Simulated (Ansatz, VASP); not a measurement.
## MgO in VASP and in Ansatz

INCAR

```
SYSTEM = MgO
PREC     = Accurate       ! precision mode
ENCUT    = 520            ! plane-wave cutoff, eV
EDIFF    = 1E-7           ! SCF threshold, eV
ISMEAR   = 0              ! smearing method
SIGMA    = 0.05           ! smearing width, eV
LREAL    = .FALSE.        ! projectors in reciprocal space
LASPH    = .TRUE.         ! aspherical terms in the spheres
NELM     = 60             ! most SCF steps
ALGO     = Normal         ! electronic algorithm
ISIF     = 2              ! what is computed and relaxed
LWAVE    = .FALSE.        ! write WAVECAR
LCHARG   = .FALSE.        ! write CHGCAR
GGA      = PS             ! functional
NBANDS   = 11             ! bands
```

Contents of KPOINTS:

```
regular mesh
0
G
  10 10 10
  0 0 0
```

The input POSCAR:

```
MgO
1.0
    0.0000000000      2.0549060650      2.0549060650
    2.0549060650      0.0000000000      2.0549060650
    2.0549060650      2.0549060650      0.0000000000
Mg O
1 1
Direct
    0.0315450506      0.0315450506     -0.0315450506
    0.4520781014      0.4520781014      0.5479218986
```

Input for Ansatz:

```yaml
crystal:
  lattice:
    - [0.0, 2.054906065, 2.054906065]
    - [2.054906065, 0.0, 2.054906065]
    - [2.054906065, 2.054906065, 0.0]
  atoms:
    - { symbol: Mg, position: [0.0315450506, 0.0315450506, -0.0315450506] }
    - { symbol: O, position: [0.4520781014, 0.4520781014, 0.5479218986] }
basis:
  ecutwfc: 520.0
kpoints:
  mp_grid: { grid: [10, 10, 10] }
hamiltonian:
  xc: pbesol
  pseudopotentials: { kind: paw, azcp: { folder: soft_1 } }
scf:
  occupations: { method: gaussian, width: 0.05 }
output:
  forces: true
  stress: true
  eigenvalues: true
```

Change from the starting cell: mode 6 frozen in at -0.202 Å, equal normal strain along x, y and z -0.0250.

Alike in both runs: task single point; functional PBEsol; k mesh 10 × 10 × 10; occupations gaussian, width 0.05 eV; no spin polarisation.

```csv
,VASP,Ansatz
version,VASP 6.6.1,Ansatz 0.2.0
potentials or method,"VASP PAW PBE potentials, release 64 (Mg, O), cutoff 520 eV","scalar-relativistic, plane waves, PAW"
valence electrons in the cell,8,16
```

```csv
,VASP,Ansatz,Ansatz less VASP
gap on the k mesh at the Fermi level (eV),5.33,5.33,-0.006
least direct gap on the mesh (eV),5.33,5.33,-0.006
pressure (GPa),29.4,29.1,-0.30
"traceless stress, the component that is largest in VASP (GPa)",39.29,37.91,-1.379
rms of the force components (eV/Å),2.546,2.467,-0.0788
```

VASP's potentials were made for PBE, not for PBEsol, and Ansatz warns of the same on its side. Atom by atom the forces differ by 0.079 eV/Å (rms over components). Both programs put the cell under a high pressure, so it lies far from rest at this level. VASP's potentials hold 8 valence electrons a cell and Ansatz's 16, so a difference there can come from the potentials and not from the codes.
